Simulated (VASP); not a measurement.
# Os (P6_3/mmc) in VASP: notebook

Runs on Os. Level: PBE. Tasks: single point, relaxation of cell and atoms.

Everything below comes from runs of VASP 6.6.1. Logs are shortened: lines on timing, memory, paths and dates and some standing lists are left out, and cuts for length are marked.

## Step 1: The cell of the first run

The structure is hexagonal, space group P6_3/mmc (No. 194). The conventional cell has a = 2.733 Å, b = 2.733 Å, c = 8.850 Å, α = 90.00°, β = 90.00°, γ = 120.00°. Within 3.6 Å of Os (site symmetry -3m) lie 12 Os at 2.72 to 2.73 Å. Within 3.6 Å of Os (site symmetry -6m2) lie 12 Os at 2.72 to 2.73 Å.

## Step 2: Single point, PBE

The input, INCAR:

```
PREC = Accurate
ENCUT = 520
EDIFF = 1E-6
ISMEAR = 0
SIGMA = 0.1
LREAL = F
LASPH = T
NELM = 80
ALGO = Normal
ISIF = 2
LWAVE = F
LCHARG = F
GGA = PE
NBANDS = 24
```

The input, KPOINTS:

```
Automatic mesh
0
Gamma
  9 9 2
```

The input, POSCAR:

```
Os
1.0
    2.7330313095      0.0000000000      0.0000000000
   -1.3665156547      2.3668745433      0.0000000000
    0.0000000000      0.0000000000      8.8504756555
Os
4
Direct
    0.0000000000      0.0000000000      0.0000000000
    0.0000000000      0.0000000000      0.5000000000
    0.3333333333      0.6666666667      0.7500000000
    0.6666666667      0.3333333333      0.2500000000
```

Potentials or basis: VASP PAW PBE potentials, release 64 (Os).

Launch:

```bash
$ cat potpaw_PBE.64/Os/POTCAR > POTCAR
$ mpirun -np 1 vasp_std > vasp.out
```

OUTCAR:

```text
PREC = Accurate
   ENCUT = 520
   EDIFF = 1E-6
   ISMEAR = 0
   LREAL = F
   LASPH = T
   NELM = 80
   ISIF = 2
   GGA = PE

 ion  position               nearest neighbor table
   1  0.000  0.000  0.000-   3 2.72   4 2.72   3 2.72   4 2.72   4 2.72   3 2.72
   2  0.000  0.000  0.500-   3 2.72   4 2.72   3 2.72   4 2.72   4 2.72   3 2.72
   3  0.333  0.667  0.750-   1 2.72   2 2.72   1 2.72   2 2.72   1 2.72   2 2.72
   4  0.667  0.333  0.250-   1 2.72   2 2.72   1 2.72   2 2.72   1 2.72   2 2.72

  LATTYP: Found a hexagonal cell.
 ALAT       =     2.7330313095
 C/A-ratio  =     3.2383367233

  Lattice vectors:

 A1 = (   2.7330313095,   0.0000000000,   0.0000000000)
 A2 = (  -1.3665156547,   2.3668745433,   0.0000000000)
 A3 = (   0.0000000000,   0.0000000000,   8.8504756555)

Analysis of symmetry for initial positions (statically):
=====================================================================
 Subroutine PRICEL returns:
 Original cell was already a primitive cell.

 Routine SETGRP: Setting up the symmetry group for a
 hexagonal supercell.

 Subroutine GETGRP returns: Found 24 space group operations
 (whereof 12 operations were pure point group operations)
 out of a pool of 24 trial point group operations.

The static configuration has the point symmetry D_3d.
 The point group associated with its full space group is D_6h.

Analysis of symmetry for dynamics (positions and initial velocities):
=====================================================================
 Subroutine PRICEL returns:
 Original cell was already a primitive cell.

 Routine SETGRP: Setting up the symmetry group for a
 hexagonal supercell.

 Subroutine GETGRP returns: Found 24 space group operations
 (whereof 12 operations were pure point group operations)
 out of a pool of 24 trial point group operations.

The dynamic configuration has the point symmetry D_3d.
 The point group associated with its full space group is D_6h.

 Subroutine INISYM returns: Found 24 space group operations
 (whereof 12 operations are pure point group operations),
 and found     1 'primitive' translations

----------------------------------------------------------------------------------------

[... 90 lines left out ...]
   LNONCOLLINEAR =      F non collinear calculations
   LSORBIT =      F    spin-orbit coupling
   LASPH  =      T    aspherical Exc in radial PAW
   ENCUT  =  520.0 eV  38.22 Ry    6.18 a.u.   5.08  5.08 16.46*2*pi/ulx,y,z
   NELM   =     80;   NELMIN=  2; NELMDL= -5     # of ELM steps
   EDIFF  = 0.1E-05   stopping-criterion for ELM
   LREAL  =      F    real-space projection
   EDIFFG = 0.1E-04   stopping-criterion for IOM
   NSW    =      0    number of steps for IOM
   IBRION =     -1    ionic relax: 0-MD 1-quasi-New 2-CG
   NFREE  =      0    steps in history (QN), initial steepest desc. (CG)
   ISIF   =      2    stress and relaxation
   ISYM   =      2    0-nonsym 1-usesym 2-fastsym
   POTIM  = 0.5000    time-step for ionic-motion
   TEBEG  =    0.0;   TEEND  =   0.0 temperature during run
   PSTRESS=    0.0 pullay stress
   NELECT =      32.0000    total number of electrons
   NUPDOWN=      -1.0000    fix difference up-down
   EMIN   =  10.00;   EMAX   =-10.00  energy-range for DOS
   EFERMI =   0.00;   METHOD = LEGACY
   ISMEAR =     0;   SIGMA  =   0.10  broadening in eV -4-tet -1-fermi 0-gaus
   EFERMI_NEDOS =   21; number of points for ismear=-14 and -15
   IALGO  =     38    algorithm
   IMIX   =      4    mixing-type and parameters
     AMIX     =   0.40;   BMIX     =  1.00
     AMIX_MAG =   1.60;   BMIX_MAG =  1.00
  volume/ion in A,a.u.               =      14.31        96.59
  Fermi-wavevector in a.u.,A,eV,Ry     =   1.348536  2.548364 24.742880  1.818550
  Thomas-Fermi vector in A             =   2.476197
   LORBIT       =      0    0 simple, 1 ext, 2 COOP (PROOUT), +10 PAW based schemes
   GGA     = PE    functional components
   LHFCALC =     F    Hartree Fock is set to
   AEXX    =    0.0000 exact exchange contribution
   IVDW    =     0    specifies the selected vdW correction
   LEPSILON=     F    determine dielectric tensor
   LRPA    =     F    only Hartree local field effects (RPA)
 non-spin polarized calculation
 Gauss-broadening in eV      SIGMA  =   0.10
  energy-cutoff  :      520.00
  volume of cell :       57.25
 maximum number of plane-waves:      1564
   NGX = 11   NGY = 11   NGZ = 33

 number of electron      31.9999999 magnetization

 Free energy of the ion-electron system (eV)
  ---------------------------------------------------
  ext. energy  EPLUGINS =         0.00000000
  ---------------------------------------------------
  free energy    TOTEN  =       -44.67783989 eV

  energy without entropy =      -44.66331021  energy(sigma->0) =      -44.67057505

 E-fermi :   9.1239     XC(G=0): -13.9249

 val. band max:        9.0395655986   @ k =   0.3333   0.2222   0.5000
 cond. band min:       9.1453392910   @ k =   0.2222   0.2222   0.0000
 fundamental gap:      0.1057736924
 Fermi energy:         9.1239128391

 k-point     1 :       0.0000    0.0000    0.0000
  band No.  band energies     occupation
      1      -1.6135      2.00000
      2       0.6711      2.00000
      3       0.6866      2.00000
      4       1.5155      2.00000
      5       5.5052      2.00000
      6       5.5325      2.00000
[... 637 lines left out ...]
     23      16.2321      0.00000
     24      16.2321      0.00000

------------------------ aborting loop because EDIFF is reached ----------------------------------------

  FORCE on cell =-STRESS in cart. coord.  units (eV):
  Direction    XX          YY          ZZ          XY          YZ          ZX
  --------------------------------------------------------------------------------------
  -------------------------------------------------------------------------------------
  Total       -0.0301487     -0.0301487     -0.1296942     -0.0000000      0.0000000      0.0000000
  in kB       -0.8437103     -0.8437103     -3.6294815     -0.0000000      0.0000000      0.0000000
  external PRESSURE =      -1.7723007 kB  Pullay stress =       0.0000000 kB

 VOLUME and BASIS-vectors are now :
 -----------------------------------------------------------------------------
  energy-cutoff  :      520.00
  volume of cell :       57.25
      direct lattice vectors                 reciprocal lattice vectors
     2.733031309  0.000000000  0.000000000     0.365894089  0.211249051  0.000000000
    -1.366515655  2.366874543  0.000000000     0.000000000  0.422498101  0.000000000
     0.000000000  0.000000000  8.850475656     0.000000000  0.000000000  0.112988278

 POSITION                                       TOTAL-FORCE (eV/Angst)
 -----------------------------------------------------------------------------------
      0.00000      0.00000      0.00000         0.000000      0.000000     -0.000000
      0.00000      0.00000      4.42524         0.000000      0.000000     -0.000000
     -0.00000      1.57792      6.63786         0.000000      0.000000     -0.000000
      1.36652      0.78896      2.21262        -0.000000      0.000000      0.000000
 -----------------------------------------------------------------------------------
    total drift:                                0.000000     -0.000000      0.000000

  FREE ENERGIE OF THE ION-ELECTRON SYSTEM (eV)
  ---------------------------------------------------
  free  energy   TOTEN  =       -44.6778398919 eV

  energy  without entropy=      -44.6633102101  energy(sigma->0) =      -44.67057505
```

OSZICAR:

```text
N       E                     dE             d eps       ncg     rms          rms(c)
DAV:   1     0.238512978228E+03    0.23851E+03   -0.14726E+04  1176   0.127E+03
DAV:   2    -0.318002444892E+02   -0.27031E+03   -0.24835E+03  1216   0.443E+02
DAV:   3    -0.470638178319E+02   -0.15264E+02   -0.14206E+02  1488   0.845E+01
DAV:   4    -0.474846272729E+02   -0.42081E+00   -0.41803E+00  1216   0.148E+01
DAV:   5    -0.474914891745E+02   -0.68619E-02   -0.68559E-02  1432   0.148E+00    0.314E+01
DAV:   6    -0.453182405749E+02    0.21732E+01   -0.24220E+00  1272   0.103E+01    0.142E+01
DAV:   7    -0.447072072344E+02    0.61103E+00   -0.17102E+00  1384   0.876E+00    0.129E+00
DAV:   8    -0.446883038172E+02    0.18903E-01   -0.66588E-02  1480   0.283E+00    0.465E-01
DAV:   9    -0.446794229086E+02    0.88809E-02   -0.71448E-03  1200   0.593E-01    0.204E-01
DAV:  10    -0.446778466188E+02    0.15763E-02   -0.15924E-03  1280   0.407E-01    0.990E-02
DAV:  11    -0.446778925776E+02   -0.45959E-04   -0.34564E-04  1264   0.187E-01    0.163E-02
DAV:  12    -0.446778472784E+02    0.45299E-04   -0.13848E-05  1224   0.377E-02    0.659E-03
DAV:  13    -0.446778400267E+02    0.72517E-05   -0.14858E-06   712   0.132E-02    0.414E-03
DAV:  14    -0.446778398919E+02    0.13480E-06   -0.23778E-07   608   0.496E-03
   1 F= -.44677840E+02 E0= -.44670575E+02  d E =-.145297E-01
```

It took 29 s on 1 thread of Oxide Virtual Turin-like, shared host; peak memory 0.14 GiB.

What came out:

- Free energy: -44.6778 eV
- Pressure: -0.2 GPa
- Band gap on the k mesh: zero (bands 16 and 17 overlap by 3.14 eV)

Caveat: spin-orbit coupling is left out, which moves the levels of the heavy elements.

## Step 3: Relaxation of cell and atoms, PBE

This run uses another cell than the first one, of 15.12 Å³/atom.

The input, INCAR:

```
SYSTEM = Os
PREC = Accurate ; ENCUT = 600
EDIFF = 1E-6 ; ISMEAR = 0
SIGMA = 0.1 ; LREAL = .False.
LASPH = .True. ; NELM = 100
ALGO = Fast ; ISIF = 3
LWAVE = .False. ; LCHARG = .False.
GGA = PE ; IBRION = 2
NSW = 90 ; EDIFFG = -0.04
```

The input, KPOINTS:

```
regular mesh
0
Gamma
  9 9 2
  0 0 0
```

The input, POSCAR:

```
Os
1.0
    2.7869721885      0.0000000000      0.0000000000
   -1.3934860942      2.4135887149      0.0000000000
    0.0000000000      0.0000000000      8.9885353806
Os
4
Direct
    0.0000000000      0.0000000000      0.0000000000
    0.0000000000      0.0000000000      0.5000000000
    0.3333333333      0.6666666667      0.7500000000
    0.6666666667      0.3333333333      0.2500000000
```

Potentials or basis: VASP PAW PBE potentials, release 64 (Os).

Launch:

```bash
$ cat potpaw_PBE.64/Os/POTCAR > POTCAR
$ mpirun -np 1 vasp_std > vasp.out
```

It took 2.1 min on 1 thread of Oxide Virtual Turin-like, shared host; peak memory 0.18 GiB.

Results (log left out):

- Free energy: -44.6820 eV
- Relaxed volume: 14.31 Å³/atom
- Relaxed cell: a = 2.733 Å, b = 2.733 Å, c = 8.848 Å, α = 90.00°, β = 90.00°, γ = 120.00°
- Space group after relaxing (to 0.1 Å): P6_3/mmc (No. 194)
- Pressure after relaxing: 0.0 GPa

Final structure:
```cif
data_structure
_symmetry_space_group_name_H-M 'P 1'
_symmetry_Int_Tables_number 1
_cell_length_a 2.7334
_cell_length_b 2.7334
_cell_length_c 8.8475
_cell_angle_alpha 90.000
_cell_angle_beta 90.000
_cell_angle_gamma 120.000
_cell_volume 57.25
loop_
_atom_site_label
_atom_site_type_symbol
_atom_site_fract_x
_atom_site_fract_y
_atom_site_fract_z
_atom_site_occupancy
Os1 Os 0.00000 0.00000 0.00000 1
Os2 Os 0.00000 0.00000 0.50000 1
Os3 Os 0.33333 0.66667 0.75000 1
Os4 Os 0.66667 0.33333 0.25000 1
```

Levels at points of the mesh, in eV from the Fermi level:
```csv
k point,band 14,band 15,band 16,band 17,band 18,band 19
"(0.00, 0.00, 0.00)",-2.42,-2.42,-0.79,-0.79,-0.23,0.05
"(0.00, 0.00, 0.50)",-2.75,-2.03,-2.03,-0.31,-0.31,-0.31
```

Caveat: the highest band is partly filled, so the run has too few bands; spin-orbit coupling is left out, which moves the levels of the heavy elements.

The gap in the log of VASP goes by the Fermi energy; the results here count the filled bands.